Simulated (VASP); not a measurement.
# Ta4N5 in VASP: a series of runs

Runs on Ta4N5. Level: r2SCAN. Tasks: single point.

Everything below comes from runs of VASP 6.6.1. Logs are shortened: lines on timing, memory, paths and dates and some standing lists are left out, and cuts for length are marked.

## Step 1: The cell of the first run

The cell holds a slab with vacuum, 9 atoms: a = 3.109 Å, b = 3.109 Å, c = 25.153 Å, α = 90.00°, β = 90.00°, γ = 120.00°.

## Step 2: Single point, r2SCAN

File POSCAR:

```
Ta4N5
1.0
    3.1088180371      0.0000000000      0.0000000000
   -1.5544090186      2.6923153959      0.0000000000
    0.0000000000      0.0000000000     25.1533571921
N Ta
5 4
Direct
    0.6666666667      0.3333333333      0.2981709337
    0.3333333333      0.6666666667      0.3990854669
    0.0000000000      0.0000000000      0.5000000000
    0.6666666667      0.3333333333      0.6009145331
    0.3333333333      0.6666666667      0.7018290663
    0.0000000000      0.0000000000      0.3486282003
    0.6666666667      0.3333333333      0.4495427334
    0.3333333333      0.6666666667      0.5504572666
    0.0000000000      0.0000000000      0.6513717997
```

File INCAR.step1:

```
SYSTEM = Ta4N5
ALGO = Normal ; DIPOL = 0.5 0.5 0.500
EDIFF = 1E-4 ; ENCUT = 520
GGA = PE ; IDIPOL = 3
ISMEAR = 0 ; LASPH = .TRUE.
LCHARG = .FALSE. ; LDIPOL = .TRUE.
LREAL = .FALSE. ; LWAVE = .TRUE.
NBANDS = 44 ; NELM = 100
PREC = Accurate ; SIGMA = 0.1
```

File INCAR.step2:

```
SYSTEM = Ta4N5
ALGO = Normal ; DIPOL = 0.5 0.5 0.500
EDIFF = 1E-7 ; ENCUT = 520
IDIPOL = 3 ; ISIF = 2
ISMEAR = 0 ; ISTART = 1
LASPH = .TRUE. ; LCHARG = .FALSE.
LDIPOL = .TRUE. ; LMIXTAU = .TRUE.
LREAL = .FALSE. ; LWAVE = .FALSE.
METAGGA = R2SCAN ; NBANDS = 44
NELM = 100 ; PREC = Accurate
SIGMA = 0.1
```

File KPOINTS:

```
k-points
0
G
  12 12 1
  0 0 0
```

Potentials or basis: VASP PAW PBE potentials, release 64 (N, Ta_pv).

On the command line:

```
$ cat potpaw_PBE.64/N/POTCAR potpaw_PBE.64/Ta_pv/POTCAR > POTCAR
$ cp INCAR.step1 INCAR
$ mpirun -np 1 vasp_std > vasp.out
$ cp INCAR.step2 INCAR
$ mpirun -np 1 vasp_std > vasp.out
```

OUTCAR:

```text
SYSTEM = Ta4N5
   EDIFF = 1E-7
   ENCUT = 520
   ISIF = 2
   ISMEAR = 0
   ISTART = 1
   LASPH = .TRUE.
   LREAL = .FALSE.
   METAGGA = R2SCAN
   NELM = 100
   PREC = Accurate

 ion  position               nearest neighbor table
   1  0.667  0.333  0.298-   6 2.20   6 2.20   6 2.20
   2  0.333  0.667  0.399-   7 2.20   7 2.20   7 2.20   6 2.20   6 2.20   6 2.20
   3  0.000  0.000  0.500-   7 2.20   8 2.20   7 2.20   8 2.20   7 2.20   8 2.20
   4  0.667  0.333  0.601-   8 2.20   8 2.20   8 2.20   9 2.20   9 2.20   9 2.20
   5  0.333  0.667  0.702-   9 2.20   9 2.20   9 2.20
   6  0.000  0.000  0.349-   1 2.20   2 2.20   1 2.20   2 2.20   1 2.20   2 2.20   7 3.11   7 3.11
                             7 3.11
   7  0.667  0.333  0.450-   2 2.20   2 2.20   2 2.20   3 2.20   3 2.20   3 2.20   6 3.11   6 3.11
                             6 3.11   8 3.11   8 3.11   8 3.11
   8  0.333  0.667  0.550-   4 2.20   4 2.20   4 2.20   3 2.20   3 2.20   3 2.20   9 3.11   9 3.11
                             9 3.11   7 3.11   7 3.11   7 3.11
   9  0.000  0.000  0.651-   4 2.20   5 2.20   4 2.20   5 2.20   4 2.20   5 2.20   8 3.11   8 3.11
                             8 3.11

  LATTYP: Found a hexagonal cell.
 ALAT       =     3.1088180371
 C/A-ratio  =     8.0909711961

  Lattice vectors:

 A1 = (   3.1088180371,   0.0000000000,   0.0000000000)
 A2 = (  -1.5544090186,   2.6923153959,   0.0000000000)
 A3 = (   0.0000000000,   0.0000000000,  25.1533571921)

Analysis of symmetry for initial positions (statically):
=====================================================================
 Subroutine PRICEL returns:
 Original cell was already a primitive cell.

 Routine SETGRP: Setting up the symmetry group for a
 hexagonal supercell.

 Subroutine GETGRP returns: Found 12 space group operations
 (whereof 12 operations were pure point group operations)
 out of a pool of 24 trial point group operations.

The static configuration has the point symmetry D_3d.

Analysis of symmetry for dynamics (positions and initial velocities):
=====================================================================
 Subroutine PRICEL returns:
 Original cell was already a primitive cell.

 Routine SETGRP: Setting up the symmetry group for a
 hexagonal supercell.

 Subroutine GETGRP returns: Found 12 space group operations
 (whereof 12 operations were pure point group operations)
 out of a pool of 24 trial point group operations.

The dynamic configuration has the point symmetry D_3d.

 Subroutine INISYM returns: Found 12 space group operations
 (whereof 12 operations are pure point group operations),
 and found     1 'primitive' translations

----------------------------------------------------------------------------------------

                                     Primitive cell

  volume of cell :     210.5316

  direct lattice vectors                    reciprocal lattice vectors
     3.108818037  0.000000000  0.000000000     0.321665658  0.185713754  0.000000000
    -1.554409019  2.692315396  0.000000000     0.000000000  0.371427509  0.000000000
     0.000000000  0.000000000 25.153357192     0.000000000  0.000000000  0.039756124

  length of vectors
     3.108818037  3.108818037 25.153357192     0.371427509  0.371427509  0.039756124

  position of ions in fractional coordinates (direct lattice)
     0.666666667  0.333333333  0.298170934
     0.333333333  0.666666667  0.399085467
     0.000000000  0.000000000  0.500000000
     0.666666667  0.333333333  0.600914533
     0.333333333  0.666666667  0.701829066
     0.000000000  0.000000000  0.348628200
     0.666666667  0.333333333  0.449542733
     0.333333333  0.666666667  0.550457267
     0.000000000  0.000000000  0.651371800

  ion indices of the primitive-cell ions
   primitive index   ion index
                 1           1
                 2           2
                 3           3
                 4           4
                 5           5
                 6           6
                 7           7
                 8           8
                 9           9

----------------------------------------------------------------------------------------

 KPOINTS: k-points

Automatic generation of k-mesh.
 Grid dimensions read from file:
 generate k-points for:   12   12    1

 Generating k-lattice:

  Cartesian coordinates                     Fractional coordinates (reciprocal lattice)
     0.026805472  0.015476146  0.000000000     0.083333333  0.000000000  0.000000000
     0.000000000  0.030952292  0.000000000     0.000000000  0.083333333  0.000000000
     0.000000000  0.000000000  0.039756124     0.000000000  0.000000000  1.000000000

  Length of vectors
     0.030952292  0.030952292  0.039756124

  Shift w.r.t. Gamma in fractional coordinates (k-lattice)
     0.000000000  0.000000000  0.000000000

 Subroutine IBZKPT returns following result:
 ===========================================

 Found     19 irreducible k-points:

 Following reciprocal coordinates:
            Coordinates               Weight
  0.000000  0.000000  0.000000      1.000000
  0.083333 -0.000000  0.000000      6.000000
  0.166667  0.000000  0.000000      6.000000
  0.250000 -0.000000  0.000000      6.000000
  0.333333 -0.000000  0.000000      6.000000
  0.416667 -0.000000  0.000000      6.000000
[... 11 lines left out ...]
  0.333333  0.250000  0.000000     12.000000
  0.333333  0.333333  0.000000      2.000000
   k-points           NKPTS =     19   k-points in BZ     NKDIM =     19   number of bands    NBANDS=     44
   number of dos      NEDOS =    301   number of ions     NIONS =      9
   total plane-waves  NPLWV = 110592
   dimension x,y,z NGX =    24 NGY =   24 NGZ =  192
   dimension x,y,z NGXF=    48 NGYF=   48 NGZF=  384
   ions per type =               5   4
   NGX,Y,Z   is equivalent  to a cutoff of  12.83, 12.83, 12.69 a.u.
   NGXF,Y,Z  is equivalent  to a cutoff of  25.67, 25.67, 25.38 a.u.
 SYSTEM =  Ta4N5
   PREC   = accura    normal or accurate (medium, high low for compatibility)
   ISTART =      1    job   : 0-new  1-cont  2-samecut
   ICHARG =      0    charge: 1-file 2-atom 10-const
   ISPIN  =      1    spin polarized calculation?
   LNONCOLLINEAR =      F non collinear calculations
   LSORBIT =      F    spin-orbit coupling
   LASPH  =      T    aspherical Exc in radial PAW
   ENCUT  =  520.0 eV  38.22 Ry    6.18 a.u.   5.78  5.78 46.77*2*pi/ulx,y,z
   NELM   =    100;   NELMIN=  2; NELMDL=  0     # of ELM steps
   EDIFF  = 0.1E-06   stopping-criterion for ELM
   LREAL  =      F    real-space projection
   EDIFFG = 0.1E-05   stopping-criterion for IOM
   NSW    =      0    number of steps for IOM
   IBRION =     -1    ionic relax: 0-MD 1-quasi-New 2-CG
   NFREE  =      0    steps in history (QN), initial steepest desc. (CG)
   ISIF   =      2    stress and relaxation
   ISYM   =      2    0-nonsym 1-usesym 2-fastsym
   POTIM  = 0.5000    time-step for ionic-motion
   TEBEG  =    0.0;   TEEND  =   0.0 temperature during run
   PSTRESS=    0.0 pullay stress
   NELECT =      69.0000    total number of electrons
   NUPDOWN=      -1.0000    fix difference up-down
   EMIN   =  10.00;   EMAX   =-10.00  energy-range for DOS
   EFERMI =   0.00;   METHOD = LEGACY
   ISMEAR =     0;   SIGMA  =   0.10  broadening in eV -4-tet -1-fermi 0-gaus
   EFERMI_NEDOS =   21; number of points for ismear=-14 and -15
   IALGO  =     38    algorithm
   IMIX   =      4    mixing-type and parameters
     AMIX     =   0.40;   BMIX     =  1.00
     AMIX_MAG =   1.60;   BMIX_MAG =  1.00
  volume/ion in A,a.u.               =      23.39       157.86
  Fermi-wavevector in a.u.,A,eV,Ry     =   1.128718  2.132968 17.333882  1.274004
  Thomas-Fermi vector in A             =   2.265409
   LORBIT       =      0    0 simple, 1 ext, 2 COOP (PROOUT), +10 PAW based schemes
   METAGGA = R2SCAN    functional components
   LHFCALC =     F    Hartree Fock is set to
   AEXX    =    0.0000 exact exchange contribution
   IVDW    =     0    specifies the selected vdW correction
   LEPSILON=     F    determine dielectric tensor
   LRPA    =     F    only Hartree local field effects (RPA)
 non-spin polarized calculation
 Gauss-broadening in eV      SIGMA  =   0.10
  energy-cutoff  :      520.00
  volume of cell :      210.53
 maximum number of plane-waves:      5704
 NGX is ok and might be reduce to    24
   NGX = 11   NGY = 11   NGZ = 93

 number of electron      68.9999994 magnetization

 dipolmoment           0.000000      0.000000      0.000000 electrons x Angstroem

 Free energy of the ion-electron system (eV)
  ---------------------------------------------------
  ext. energy  EPLUGINS =         0.00000000
  ---------------------------------------------------
  free energy    TOTEN  =      -246.46338983 eV

  energy without entropy =     -246.44558556  energy(sigma->0) =     -246.45448770

 E-fermi :  -0.4854     XC(G=0):  -6.8763

 val. band max:       -0.4973903479   @ k =   0.3333   0.3333   0.0000
 cond. band min:      -0.4539156801   @ k =   0.1667   0.1667   0.0000
 fundamental gap:      0.0434746678
 Fermi energy:        -0.4854360660

 k-point     1 :       0.0000    0.0000    0.0000
  band No.  band energies     occupation
      1     -38.1815      2.00000
      2     -37.8149      2.00000
      3     -37.5234      2.00000
      4     -37.5234      2.00000
      5     -37.4822      2.00000
      6     -37.4822      2.00000
[... 36 lines left out ...]
     43       1.5026      0.00000
     44       1.5745      0.00000

 k-point     2 :       0.0833   -0.0000    0.0000
  band No.  band energies     occupation
      1     -38.1642      2.00000
      2     -37.8147      2.00000
      3     -37.5643      2.00000
      4     -37.5373      2.00000
      5     -37.5372      2.00000
      6     -37.4891      2.00000
[... 791 lines left out ...]
 k-point    19 :       0.3333    0.3333    0.0000
  band No.  band energies     occupation
      1     -38.0617      2.00000
      2     -38.0258      2.00000
      3     -38.0258      2.00000
      4     -37.8982      2.00000
      5     -37.7461      2.00000
      6     -37.7461      2.00000
[... 36 lines left out ...]
     43       2.8993      0.00000
     44       2.8993      0.00000

------------------------ aborting loop because EDIFF is reached ----------------------------------------

 vacuum level on the upper side and lower side of the slab       (xc-potential included)         0.003         0.003

  FORCE on cell =-STRESS in cart. coord.  units (eV):
  Direction    XX          YY          ZZ          XY          YZ          ZX
  --------------------------------------------------------------------------------------
  -------------------------------------------------------------------------------------
  Total       -3.2281097     -3.2281097     -9.9180917      0.0000000     -0.0000000      0.0000000
  in kB      -24.5664089    -24.5664089    -75.4781949      0.0000000     -0.0000000      0.0000000
  external PRESSURE =     -41.5370042 kB  Pullay stress =       0.0000000 kB

 VOLUME and BASIS-vectors are now :
 -----------------------------------------------------------------------------
  energy-cutoff  :      520.00
  volume of cell :      210.53
      direct lattice vectors                 reciprocal lattice vectors
     3.108818037  0.000000000  0.000000000     0.321665658  0.185713754  0.000000000
    -1.554409019  2.692315396  0.000000000     0.000000000  0.371427509  0.000000000
     0.000000000  0.000000000 25.153357192     0.000000000  0.000000000  0.039756124

 POSITION                                       TOTAL-FORCE (eV/Angst)
 -----------------------------------------------------------------------------------
      1.55441      0.89744      7.50000         0.000000     -0.000000      5.347515
     -0.00000      1.79488     10.03834         0.000000      0.000000      0.150606
      0.00000      0.00000     12.57668        -0.000000      0.000000      0.000000
      1.55441      0.89744     15.11502         0.000000      0.000000     -0.150606
     -0.00000      1.79488     17.65336        -0.000000      0.000000     -5.347515
      0.00000      0.00000      8.76917        -0.000000      0.000000     -5.882391
      1.55441      0.89744     11.30751         0.000000     -0.000000     -0.180319
     -0.00000      1.79488     13.84585        -0.000000      0.000000      0.180319
      0.00000      0.00000     16.38419         0.000000      0.000000      5.882391
 -----------------------------------------------------------------------------------
    total drift:                               -0.000000      0.000000      0.000000

  FREE ENERGIE OF THE ION-ELECTRON SYSTEM (eV)
  ---------------------------------------------------
  free  energy   TOTEN  =      -246.4633898273 eV

  energy  without entropy=     -246.4455855640  energy(sigma->0) =     -246.45448770

 vacuum level on the upper side and lower side of the slab         7.127         7.127
```

It took 23 min on 1 thread of Oxide Virtual Turin-like, shared host; peak memory 0.41 GiB.

Results:

```
Free energy            : -246.4634 eV
Largest force          : 5.882 eV/Å
Band gap on the k mesh : zero (an odd number of electrons rules out a gap without spin polarisation)
```

Forces on the atoms (eV/Å):
```
N    0.000  0.000  5.348
N    0.000  0.000  0.151
N    0.000  0.000  0.000
N    0.000  0.000 -0.151
N    0.000  0.000 -5.348
Ta   0.000  0.000 -5.882
Ta   0.000  0.000 -0.180
Ta   0.000  0.000  0.180
Ta   0.000  0.000  5.882
```

Levels at points of the mesh, in eV from the Fermi level:
```tsv
k point	band 32	band 33	band 34	band 35	band 36	band 37
(0.00, 0.00, 0.00)	-1.67	-1.25	-1.25	-1.05	-0.11	-0.11
(0.50, 0.00, 0.00)	-1.85	-1.80	-0.84	0.50	1.83	2.31
```

Caveat: the PAW data sets were made with another functional, which shifts forces and pressure a little; spin-orbit coupling is left out, which moves the levels of the heavy elements; an odd number of electrons without spin polarisation forces a metal; a magnetic or distorted state may lie lower.

## Step 3: Single point, r2SCAN

File POSCAR:

```
Ta4N5
1.0
    3.1088180371      0.0000000000      0.0000000000
   -1.5544090186      2.6923153959      0.0000000000
    0.0000000000      0.0000000000     25.1533571921
N Ta
5 4
Direct
    0.6666666667      0.3333333333      0.3080712013
    0.3333333333      0.6666666667      0.3970790768
    0.0000000000      0.0000000000      0.4999999997
    0.6666666667      0.3333333333      0.6029209220
    0.3333333333      0.6666666667      0.6919288004
    0.0000000000      0.0000000000      0.3436277054
    0.6666666667      0.3333333333      0.4484594644
    0.3333333333      0.6666666667      0.5515405350
    0.0000000000      0.0000000000      0.6563722950
```

File INCAR.step1:

```
SYSTEM = Ta4N5
ALGO = Normal
DIPOL = 0.5 0.5 0.500
EDIFF = 1E-4
ENCUT = 520
GGA = PE
IDIPOL = 3
ISMEAR = 0
LASPH = .TRUE.
LCHARG = .FALSE.
LDIPOL = .TRUE.
LREAL = .FALSE.
LWAVE = .TRUE.
NBANDS = 44
NELM = 60
PREC = Accurate
SIGMA = 0.1
```

File INCAR.step2:

```
SYSTEM = Ta4N5
ALGO = Normal
DIPOL = 0.5 0.5 0.500
EDIFF = 1E-6
ENCUT = 520
IDIPOL = 3
ISIF = 2
ISMEAR = 0
ISTART = 1
LASPH = .TRUE.
LCHARG = .FALSE.
LDIPOL = .TRUE.
LMIXTAU = .TRUE.
LREAL = .FALSE.
LWAVE = .FALSE.
METAGGA = R2SCAN
NBANDS = 44
NELM = 60
PREC = Accurate
SIGMA = 0.1
```

KPOINTS is that of step 2.

Potentials or basis: VASP PAW PBE potentials, release 64 (N, Ta_pv).

On the command line:

```
$ cat potpaw_PBE.64/N/POTCAR potpaw_PBE.64/Ta_pv/POTCAR > POTCAR
$ cp INCAR.step1 INCAR
$ mpirun -np 1 vasp_std > vasp.out
$ cp INCAR.step2 INCAR
$ mpirun -np 1 vasp_std > vasp.out
```

Wall time 35 min (1 thread of Oxide Virtual Turin-like, shared host); peak memory 0.41 GiB.

Results (log left out):

```
Free energy            : -248.7051 eV
Largest force          : 0.130 eV/Å
Band gap on the k mesh : zero (an odd number of electrons rules out a gap without spin polarisation)
```

Forces on the atoms (eV/Å):
```
N    0.000  0.000 -0.130
N    0.000  0.000  0.023
N    0.000  0.000  0.000
N    0.000  0.000 -0.023
N    0.000  0.000  0.130
Ta   0.000  0.000  0.023
Ta   0.000  0.000 -0.018
Ta   0.000  0.000  0.018
Ta   0.000  0.000 -0.023
```

Levels at points of the mesh, in eV from the Fermi level:
```
           k point  band 32  band 33  band 34  band 35  band 36  band 37
(0.00, 0.00, 0.00)    -3.29    -1.15    -1.15    -1.14    -0.12    -0.12
(0.50, 0.00, 0.00)    -3.73    -2.77    -0.74     1.10     1.80     2.41
```

Caveat: the PAW data sets were made with another functional, which shifts forces and pressure a little; spin-orbit coupling is left out, which moves the levels of the heavy elements; an odd number of electrons without spin polarisation forces a metal; a magnetic or distorted state may lie lower.

The gap in the log of VASP goes by the Fermi energy; the results here count the filled bands.